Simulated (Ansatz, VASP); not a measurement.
# MgB2 in VASP and in Ansatz

```
CELL_PARAMETERS angstrom
3.08500 0.00000 0.00000
-1.54250 2.67169 0.00000
0.00000 0.00000 3.52300
ATOMIC_POSITIONS crystal
Mg 0.00000 0.00000 0.00000
B 0.33333 0.66667 0.50000
B 0.66667 0.33333 0.50000
```

Alike in both runs: task electric field gradients; functional r2SCAN; k mesh 17 × 17 × 13; occupations fermi-dirac, width 0.05 eV; no spin polarisation.

|  | VASP | Ansatz |
| --- | --- | --- |
| version | VASP 6.6.1 | Ansatz 0.2.0 |
| potentials or method | VASP PAW PBE potentials, release 64 (Mg, B) | plane-wave PAW, scalar-relativistic |
| plane-wave cutoff (eV) | 520 | 500 |
| valence electrons in the cell | 8 | 16 |

```tsv
	VASP	Ansatz	Ansatz less VASP
pressure (GPa)	-2.7	-2.2	+0.41
traceless stress, the component that is largest in VASP (GPa)	0.93	1.17	+0.235
size of Vzz on the site where it differs most (V/Å²)	0.1	2.9	+2.81
```

VASP's potentials were made for PBE, not for r2SCAN. VASP's potentials hold 8 valence electrons a cell and Ansatz's 16, so a difference there can come from the potentials and not from the codes.
